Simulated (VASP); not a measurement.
Input of a VASP 6.6.1 run:

Contents of INCAR:

```
SYSTEM = Ti
  PREC = Accurate
  ENCUT = 500
  EDIFF = 1E-6
  ISMEAR = -1
  SIGMA = 0.1
  LREAL = .FALSE.
  LASPH = .TRUE.
  NELM = 120
  ALGO = Normal
  ISIF = 2
  LWAVE = .FALSE.
  LCHARG = .TRUE.
  GGA = RE
  LELF = .TRUE.
  LVHAR = .TRUE.
  NBANDS = 19
  GGA_COMPAT = .FALSE.
```

File KPOINTS:

```
regular mesh
0
G
  16 16 8
  0 0 0
```

File POSCAR:

```
Ti
1.0
   -1.9914644427      1.6339189464      1.4579446081
    1.6339189464     -1.9914644427      1.4579446081
    3.6233850642      3.6233850642     -2.1127898393
Ti
2
Direct
    0.9584032311      0.0415967689      0.0000000000
    0.7915967689      0.2084032311      0.5000000000
```

Potentials or basis: VASP PAW PBE potentials, release 64 (Ti_sv).

The run is started by

```console
$ cat potpaw_PBE.64/Ti_sv/POTCAR > POTCAR
$ mpirun -np 1 vasp_std > vasp.out
```

Question: Predict the pressure.

Answer: -0.3 GPa.

Question: Predict the band gap on the k mesh.

Answer: Zero (bands 12 and 13 overlap by 1.12 eV).

Caveat: the PAW data sets were made with another functional, which shifts forces and pressure a little.
